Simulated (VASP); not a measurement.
# C (Fd-3m) in VASP: settings compared

C is run at these levels: LDA, HSE06, PBE-based screened hybrid; tasks: single point.

Everything below comes from runs of VASP 6.6.1. Logs are shortened: lines on timing, memory, paths and dates and some standing lists are left out, and cuts for length are marked.

## 1. The cell of the first run

It takes space group Fd-3m (No. 227, cubic). Conventional cell: a = 3.560 Å, b = 3.560 Å, c = 3.560 Å, α = 90.00°, β = 90.00°, γ = 90.00°. Within 2.1 Å of C (site symmetry -43m) lie 4 C at 1.54 Å.

## 2. Single point, LDA

The input, INCAR:

```
SYSTEM = C
  ALGO = Normal
  EDIFF = 1E-6
  ENCUT = 520
  GGA = CA
  ISIF = 2
  ISMEAR = 0
  LASPH = .TRUE.
  LCHARG = .FALSE.
  LREAL = .FALSE.
  LWAVE = .FALSE.
  NBANDS = 11
  NELM = 80
  PREC = Accurate
  SIGMA = 0.01
```

The input, KPOINTS:

```
k-points
0
G
  4 4 4
  0 0 0
```

The input, POSCAR:

```
C
1.0
    0.0000000000      1.7801241411      1.7801241411
    1.7801241411      0.0000000000      1.7801241411
    1.7801241411      1.7801241411      0.0000000000
C
2
Direct
    0.0000000000      0.0000000000      0.0000000000
    0.2500000000      0.2500000000      0.2500000000
```

Potentials or basis: VASP PAW LDA potentials, release 64 (C).

Run with:

```
$ cat potpaw_LDA.64/C/POTCAR > POTCAR
$ mpirun -np 1 vasp_std > vasp.out
```

OUTCAR:

```text
SYSTEM = C
   EDIFF = 1E-6
   ENCUT = 520
   GGA = CA
   ISIF = 2
   ISMEAR = 0
   LASPH = .TRUE.
   LREAL = .FALSE.
   NELM = 80
   PREC = Accurate

 ion  position               nearest neighbor table
   1  0.000  0.000  0.000-   2 1.54   2 1.54   2 1.54   2 1.54
   2  0.250  0.250  0.250-   1 1.54   1 1.54   1 1.54   1 1.54

  LATTYP: Found a face centered cubic cell.
 ALAT       =     3.5602482822

  Lattice vectors:

 A1 = (   0.0000000000,   1.7801241411,   1.7801241411)
 A2 = (   1.7801241411,   0.0000000000,   1.7801241411)
 A3 = (   1.7801241411,   1.7801241411,   0.0000000000)

Analysis of symmetry for initial positions (statically):
=====================================================================
 Subroutine PRICEL returns:
 Original cell was already a primitive cell.

 Routine SETGRP: Setting up the symmetry group for a
 face centered cubic supercell.

 Subroutine GETGRP returns: Found 48 space group operations
 (whereof 24 operations were pure point group operations)
 out of a pool of 48 trial point group operations.

The static configuration has the point symmetry T_d .
 The point group associated with its full space group is O_h .

Analysis of symmetry for dynamics (positions and initial velocities):
=====================================================================
 Subroutine PRICEL returns:
 Original cell was already a primitive cell.

 Routine SETGRP: Setting up the symmetry group for a
 face centered cubic supercell.

 Subroutine GETGRP returns: Found 48 space group operations
 (whereof 24 operations were pure point group operations)
 out of a pool of 48 trial point group operations.

The dynamic configuration has the point symmetry T_d .
 The point group associated with its full space group is O_h .

 Subroutine INISYM returns: Found 48 space group operations
 (whereof 24 operations are pure point group operations),
 and found     1 'primitive' translations

----------------------------------------------------------------------------------------

                                     Primitive cell

  volume of cell :      11.2819

  direct lattice vectors                    reciprocal lattice vectors
     0.000000000  1.780124141  1.780124141    -0.280879287  0.280879287  0.280879287
     1.780124141  0.000000000  1.780124141     0.280879287 -0.280879287  0.280879287
     1.780124141  1.780124141  0.000000000     0.280879287  0.280879287 -0.280879287

[... 72 lines left out ...]
   ISIF   =      2    stress and relaxation
   ISYM   =      2    0-nonsym 1-usesym 2-fastsym
   POTIM  = 0.5000    time-step for ionic-motion
   TEBEG  =    0.0;   TEEND  =   0.0 temperature during run
   PSTRESS=    0.0 pullay stress
   NELECT =       8.0000    total number of electrons
   NUPDOWN=      -1.0000    fix difference up-down
   EMIN   =  10.00;   EMAX   =-10.00  energy-range for DOS
   EFERMI =   0.00;   METHOD = LEGACY
   ISMEAR =     0;   SIGMA  =   0.01  broadening in eV -4-tet -1-fermi 0-gaus
   EFERMI_NEDOS =   21; number of points for ismear=-14 and -15
   IALGO  =     38    algorithm
   IMIX   =      4    mixing-type and parameters
     AMIX     =   0.40;   BMIX     =  1.00
     AMIX_MAG =   1.60;   BMIX_MAG =  1.00
  volume/ion in A,a.u.               =       5.64        38.07
  Fermi-wavevector in a.u.,A,eV,Ry     =   1.459860  2.758735 28.996616  2.131191
  Thomas-Fermi vector in A             =   2.576377
   LORBIT       =      0    0 simple, 1 ext, 2 COOP (PROOUT), +10 PAW based schemes
   GGA     = CA    functional components
   LHFCALC =     F    Hartree Fock is set to
   AEXX    =    0.0000 exact exchange contribution
   IVDW    =     0    specifies the selected vdW correction
   LEPSILON=     F    determine dielectric tensor
   LRPA    =     F    only Hartree local field effects (RPA)
 non-spin polarized calculation
 Gauss-broadening in eV      SIGMA  =   0.01
  energy-cutoff  :      520.00
  volume of cell :       11.28
 maximum number of plane-waves:       308
 NGX is ok and might be reduce to    20
   NGX =  9   NGY =  9   NGZ =  9

 number of electron       7.9999999 magnetization

 Free energy of the ion-electron system (eV)
  ---------------------------------------------------
  ext. energy  EPLUGINS =         0.00000000
  ---------------------------------------------------
  free energy    TOTEN  =       -20.10790792 eV

  energy without entropy =      -20.10790792  energy(sigma->0) =      -20.10790792

 E-fermi :   9.9827     XC(G=0): -13.5183

 val. band max:        9.8364211052   @ k =   0.0000   0.0000   0.0000
 cond. band min:      14.2489867940   @ k =   0.2500   0.2500   0.0000
 fundamental gap:      4.4125656888
 Fermi energy:         9.9827263116

 k-point     1 :       0.0000    0.0000    0.0000
  band No.  band energies     occupation
      1     -11.5708      2.00000
      2       9.8364      2.00000
      3       9.8364      2.00000
      4       9.8364      2.00000
      5      15.3850      0.00000
      6      15.3850      0.00000
      7      15.3850      0.00000
      8      23.5152      0.00000
      9      28.8852      0.00000
     10      36.5026      0.00000
     11      36.5026      0.00000
[... 85 lines left out ...]
 k-point     8 :      -0.2500    0.5000    0.2500
  band No.  band energies     occupation
      1      -1.9753      2.00000
      2      -1.9753      2.00000
      3       1.4169      2.00000
      4       1.4169      2.00000
      5      20.2881      0.00000
      6      20.2881      0.00000
      7      22.2372      0.00000
      8      22.2372      0.00000
      9      30.9610      0.00000
     10      30.9610      0.00000
     11      40.1115      0.00000

------------------------ aborting loop because EDIFF is reached ----------------------------------------

  FORCE on cell =-STRESS in cart. coord.  units (eV):
  Direction    XX          YY          ZZ          XY          YZ          ZX
  --------------------------------------------------------------------------------------
  -------------------------------------------------------------------------------------
  Total       -0.5808972     -0.5808972     -0.5808972      0.0000000     -0.0000000      0.0000000
  in kB      -82.4952545    -82.4952545    -82.4952545      0.0000000     -0.0000000      0.0000000
  external PRESSURE =     -82.4952545 kB  Pullay stress =       0.0000000 kB

 VOLUME and BASIS-vectors are now :
 -----------------------------------------------------------------------------
  energy-cutoff  :      520.00
  volume of cell :       11.28
      direct lattice vectors                 reciprocal lattice vectors
     0.000000000  1.780124141  1.780124141    -0.280879287  0.280879287  0.280879287
     1.780124141  0.000000000  1.780124141     0.280879287 -0.280879287  0.280879287
     1.780124141  1.780124141  0.000000000     0.280879287  0.280879287 -0.280879287

 POSITION                                       TOTAL-FORCE (eV/Angst)
 -----------------------------------------------------------------------------------
      0.00000      0.00000      0.00000        -0.000000      0.000000     -0.000000
      0.89006      0.89006      0.89006         0.000000     -0.000000      0.000000
 -----------------------------------------------------------------------------------
    total drift:                                0.000000      0.000000      0.000000

  FREE ENERGIE OF THE ION-ELECTRON SYSTEM (eV)
  ---------------------------------------------------
  free  energy   TOTEN  =       -20.1079079165 eV

  energy  without entropy=      -20.1079079165  energy(sigma->0) =      -20.10790792
```

OSZICAR:

```text
N       E                     dE             d eps       ncg     rms          rms(c)
DAV:   1    -0.422438348835E+01   -0.42244E+01   -0.45986E+03   176   0.706E+02
DAV:   2    -0.205588407750E+02   -0.16334E+02   -0.15630E+02   238   0.112E+02
DAV:   3    -0.209512474188E+02   -0.39241E+00   -0.39122E+00   206   0.131E+01
DAV:   4    -0.209519386689E+02   -0.69125E-03   -0.69123E-03   194   0.725E-01
DAV:   5    -0.209519397001E+02   -0.10312E-05   -0.10313E-05   191   0.258E-02    0.580E+00
DAV:   6    -0.203280769326E+02    0.62386E+00   -0.33205E-01   179   0.399E+00    0.337E+00
DAV:   7    -0.201080340177E+02    0.22004E+00   -0.40005E-01   182   0.439E+00    0.724E-01
DAV:   8    -0.201079159930E+02    0.11802E-03   -0.96159E-03   185   0.805E-01    0.282E-02
DAV:   9    -0.201079064076E+02    0.95854E-05   -0.30098E-05   197   0.442E-02    0.210E-02
DAV:  10    -0.201079079976E+02   -0.15900E-05   -0.17718E-06   189   0.110E-02    0.552E-03
DAV:  11    -0.201079079165E+02    0.81088E-07   -0.11052E-07    97   0.257E-03
   1 F= -.20107908E+02 E0= -.20107908E+02  d E =-.288397E-96
```

stdout:

```text
POSCAR found type information on POSCAR C
 POSCAR found :  1 types and       2 ions
 scaLAPACK will be used
 LDA part: xc-table for (Slater(with rela. corr.)+CA(PZ))
 , standard interpolation
 POSCAR, INCAR and KPOINTS ok, starting setup
 FFT: planning ... GRIDC
 FFT: planning ... GRID_SOFT
 FFT: planning ... GRID
 WAVECAR not read
 entering main loop
```

It took 1.5 s on 1 thread of AMD EPYC 7R43 (Zen 3), shared host; peak memory 0.08 GiB.

What came out:

```yaml
Free_energy: -20.1079 eV
Pressure: -8.2 GPa
Band_gap_on_the_k_mesh: 4.41 eV, indirect (least direct gap 5.55 eV)
```

Levels at points of the mesh, in eV from the valence-band top:
```
           k point  band 1  band 2  band 3  band 4  band 5  band 6  band 7  band 8  band 9
(0.00, 0.00, 0.00)  -21.41    0.00    0.00    0.00    5.55    5.55    5.55   13.68   19.05
(0.50, 0.00, 0.00)  -15.53  -13.43   -2.81   -2.81    8.39    8.39    9.08   15.44   21.59
(0.50, 0.50, 0.00)  -12.66  -12.66   -6.33   -6.33    4.70    4.70   16.71   16.71   23.03
```

Caveat: the k points lie up to 0.76 Å⁻¹ apart. A k mesh can miss the band edges.

## 3. Single point, LDA

The input, INCAR:

```
SYSTEM = C
  ALGO = Normal
  EDIFF = 1E-7
  ENCUT = 520
  ISIF = 2
  ISMEAR = 0
  LASPH = .True.
  LCHARG = .True.
  LELF = .True.
  LREAL = .False.
  LVHAR = .True.
  LWAVE = .False.
  NBANDS = 11
  NELM = 80
  PREC = Accurate
  SIGMA = 0.01
```

The input, KPOINTS:

```
k-points
0
Gamma
  4 4 4
  0 0 0
```

POSCAR is that of step 2.

Potentials or basis: VASP PAW LDA potentials, release 64 (C).

Run with:

```
$ cat potpaw_LDA.64/C/POTCAR > POTCAR
$ mpirun -np 1 vasp_std > vasp.out
```

Run time: 1.8 s. Hardware: 1 thread of AMD EPYC 7R43 (Zen 3), shared host; peak memory 0.07 GiB.

Results (log left out):

| Quantity | Value |
| --- | --- |
| Free energy | -20.1079 eV |
| Pressure | -8.2 GPa |
| Band gap on the k mesh | 4.41 eV, indirect (least direct gap 5.55 eV) |

Levels at points of the mesh, in eV from the valence-band top:
| k point | band 1 | band 2 | band 3 | band 4 | band 5 | band 6 | band 7 | band 8 | band 9 |
| --- | --- | --- | --- | --- | --- | --- | --- | --- | --- |
| (0.00, 0.00, 0.00) | -21.41 | 0.00 | 0.00 | 0.00 | 5.55 | 5.55 | 5.55 | 13.68 | 19.05 |
| (0.50, 0.00, 0.00) | -15.53 | -13.43 | -2.81 | -2.81 | 8.39 | 8.39 | 9.08 | 15.44 | 21.59 |
| (0.50, 0.50, 0.00) | -12.66 | -12.66 | -6.33 | -6.33 | 4.70 | 4.70 | 16.71 | 16.71 | 23.03 |

Caveat: the k points lie up to 0.76 Å⁻¹ apart.

## 4. Single point, HSE06

POSCAR is that of step 3.

The input, INCAR.step1:

```
PREC     = Accurate       # precision mode
ENCUT    = 520            # plane-wave cutoff, eV
EDIFF    = 1E-5           # SCF threshold, eV
ISMEAR   = 0              # smearing method
SIGMA    = 0.01           # smearing width, eV
LREAL    = False          # projectors in reciprocal space
LASPH    = True           # aspherical terms in the spheres
NELM     = 100            # most SCF steps
ALGO     = Normal         # electronic algorithm
ISIF     = 2              # what is computed and relaxed
LWAVE    = True           # write WAVECAR
LCHARG   = False          # write CHGCAR
NBANDS   = 11             # bands
GGA      = PE             # functional
```

The input, INCAR.step2:

```
PREC     = Accurate       # precision mode
ENCUT    = 520            # plane-wave cutoff, eV
EDIFF    = 1E-6           # SCF threshold, eV
ISMEAR   = 0              # smearing method
SIGMA    = 0.01           # smearing width, eV
LREAL    = False          # projectors in reciprocal space
LASPH    = True           # aspherical terms in the spheres
NELM     = 100            # most SCF steps
ALGO     = Normal         # electronic algorithm
ISIF     = 2              # what is computed and relaxed
LWAVE    = False          # write WAVECAR
LCHARG   = False          # write CHGCAR
GGA      = PE             # functional
LHFCALC  = True           # exact exchange
HFSCREEN = 0.2079         # screening, 1/A
PRECFOCK = Normal       
NBANDS   = 11             # bands
ISTART   = 1
```

The input, KPOINTS:

```
regular mesh
0
Gamma
  6 6 6
```

Potentials or basis: VASP PAW PBE potentials, release 64 (C).

Run with:

```
$ cat potpaw_PBE.64/C/POTCAR > POTCAR
$ cp INCAR.step1 INCAR
$ mpirun -np 1 vasp_std > vasp.out
$ cp INCAR.step2 INCAR
$ mpirun -np 1 vasp_std > vasp.out
```

Run time: 3.3 min. Hardware: 1 thread of AMD EPYC 7R43 (Zen 3), shared host; peak memory 0.17 GiB.

Results (log left out):

```
Free energy            : -21.0428 eV
Pressure               : -4.8 GPa
Band gap on the k mesh : 5.33 eV, indirect (least direct gap 6.99 eV)
```

Levels at points of the mesh, in eV from the valence-band top:
| k point | band 2 | band 3 | band 4 | band 5 | band 6 | band 7 |
| --- | --- | --- | --- | --- | --- | --- |
| (0.00, 0.00, 0.00) | 0.00 | 0.00 | 0.00 | 6.99 | 6.99 | 6.99 |
| (0.50, 0.00, 0.00) | -14.68 | -3.08 | -3.08 | 10.05 | 10.05 | 10.42 |
| (0.50, 0.50, 0.00) | -14.11 | -6.90 | -6.90 | 5.92 | 5.92 | 19.31 |

Caveat: the k points lie up to 0.51 Å⁻¹ apart; the PAW data sets were made with another functional, which shifts forces and pressure a little. A k mesh can miss the band edges.

## 5. Single point, PBE-based screened hybrid

POSCAR is that of step 4.

The input, INCAR.step1:

```
PREC = Accurate
ENCUT = 520
EDIFF = 1E-5
ISMEAR = 0
SIGMA = 0.01
LREAL = False
LASPH = True
NELM = 80
ALGO = Normal
ISIF = 2
LWAVE = True
LCHARG = False
GGA = PE
NBANDS = 11
```

The input, INCAR.step2:

```
PREC = Accurate
ENCUT = 520
EDIFF = 1E-7
ISMEAR = 0
SIGMA = 0.01
LREAL = False
LASPH = True
NELM = 80
ALGO = Normal
ISIF = 2
LWAVE = False
LCHARG = False
GGA = PE
LHFCALC = True
AEXX = 0.2
HFSCREEN = 0.5
PRECFOCK = Normal
ISTART = 1
NBANDS = 11
```

The input, KPOINTS:

```
Automatic mesh
0
Gamma
  6 6 6
```

Run with:

```
$ cat potpaw_PBE.64/C/POTCAR > POTCAR
$ cp INCAR.step1 INCAR
$ mpirun -np 1 vasp_std > vasp.out
$ cp INCAR.step2 INCAR
$ mpirun -np 1 vasp_std > vasp.out
```

Run time: 3.4 min. Hardware: 1 thread of AMD EPYC 7R43 (Zen 3), shared host; peak memory 0.18 GiB.

The run converged. Its results:

```yaml
Free_energy: -19.5212 eV
Pressure: -1.5 GPa
Band_gap_on_the_k_mesh: 4.63 eV, indirect (least direct gap 6.24 eV)
```

Levels at points of the mesh, in eV from the valence-band top:
```
           k point  band 1  band 2  band 3  band 4  band 5  band 6  band 7  band 8
(0.00, 0.00, 0.00)  -22.90    0.00    0.00    0.00    6.24    6.24    6.24   14.42
(0.50, 0.00, 0.00)  -16.78  -14.16   -2.96   -2.96    9.21    9.21    9.58   16.71
(0.50, 0.50, 0.00)  -13.61  -13.61   -6.66   -6.66    5.22    5.22   18.17   18.17
```

Caveat: the k points lie up to 0.51 Å⁻¹ apart; the PAW data sets were made with another functional, which shifts forces and pressure a little. A k mesh can miss the band edges.

## 6. Single point, HSE06

POSCAR is that of step 5.

The input, INCAR.step1:

```
SYSTEM = C
PREC = Accurate
ENCUT = 520
EDIFF = 1E-5
ISMEAR = 0
SIGMA = 0.01
LREAL = .FALSE.
LASPH = .TRUE.
NELM = 60
ALGO = Normal
ISIF = 2
LWAVE = .TRUE.
LCHARG = .FALSE.
GGA = PE
NBANDS = 11
```

The input, INCAR.step2:

```
SYSTEM = C
PREC = Accurate
ENCUT = 520
EDIFF = 1E-6
ISMEAR = 0
SIGMA = 0.01
LREAL = .FALSE.
LASPH = .TRUE.
NELM = 60
ALGO = Normal
ISIF = 2
LWAVE = .FALSE.
LCHARG = .FALSE.
GGA = PE
LHFCALC = .TRUE.
HFSCREEN = 0.2079
PRECFOCK = Normal
ISTART = 1
NBANDS = 11
```

The input, KPOINTS:

```
regular mesh
0
G
  6 6 6
  0 0 0
```

Potentials or basis: VASP PAW PBE potentials, release 64 (C).

Run with:

```
$ cat potpaw_PBE.64/C/POTCAR > POTCAR
$ cp INCAR.step1 INCAR
$ mpirun -np 1 vasp_std > vasp.out
$ cp INCAR.step2 INCAR
$ mpirun -np 1 vasp_std > vasp.out
```

It took 3.9 min on 1 thread of AMD EPYC 7R43 (Zen 3), shared host; peak memory 0.17 GiB.

It converged, with:

```yaml
Free_energy: -21.0428 eV
Pressure: -4.8 GPa
Band_gap_on_the_k_mesh: 5.33 eV, indirect (least direct gap 6.99 eV)
```

Levels at points of the mesh, in eV from the valence-band top:
| k point | band 2 | band 3 | band 4 | band 5 | band 6 | band 7 |
| --- | --- | --- | --- | --- | --- | --- |
| (0.00, 0.00, 0.00) | 0.00 | 0.00 | 0.00 | 6.99 | 6.99 | 6.99 |
| (0.50, 0.00, 0.00) | -14.68 | -3.08 | -3.08 | 10.05 | 10.05 | 10.42 |
| (0.50, 0.50, 0.00) | -14.11 | -6.90 | -6.90 | 5.92 | 5.92 | 19.31 |

Caveat: the k points lie up to 0.51 Å⁻¹ apart; the PAW data sets were made with another functional, which shifts forces and pressure a little.

## 7. Overview

| level | potentials or basis | k mesh | grid for exact exchange (PRECFOCK) | screening parameter | share of exact exchange | gap on the mesh (eV) | pressure (GPa) |
| --- | --- | --- | --- | --- | --- | --- | --- |
| LDA | VASP PAW LDA potentials, release 64 (C) | 4 × 4 × 4 | - | - | - | 4.41 | -8.2 |
| HSE06 | VASP PAW PBE potentials, release 64 (C) | 6 × 6 × 6 | Normal | 0.2079 1/Å | - | 5.33 | -4.8 |
| PBE-based screened hybrid | VASP PAW PBE potentials, release 64 (C) | 6 × 6 × 6 | Normal | 0.5 1/Å | 0.2 | 4.63 | -1.5 |

Alike in all rows: task single point; no spin polarisation; cell as given; cutoff (eV) 520; smearing gaussian 0.01 eV.

Caveats: all runs use coarse meshes; the PAW data sets were made with another functional, which shifts forces and pressure a little (some runs).

Absolute energies hang on the potentials; compare differences alone.
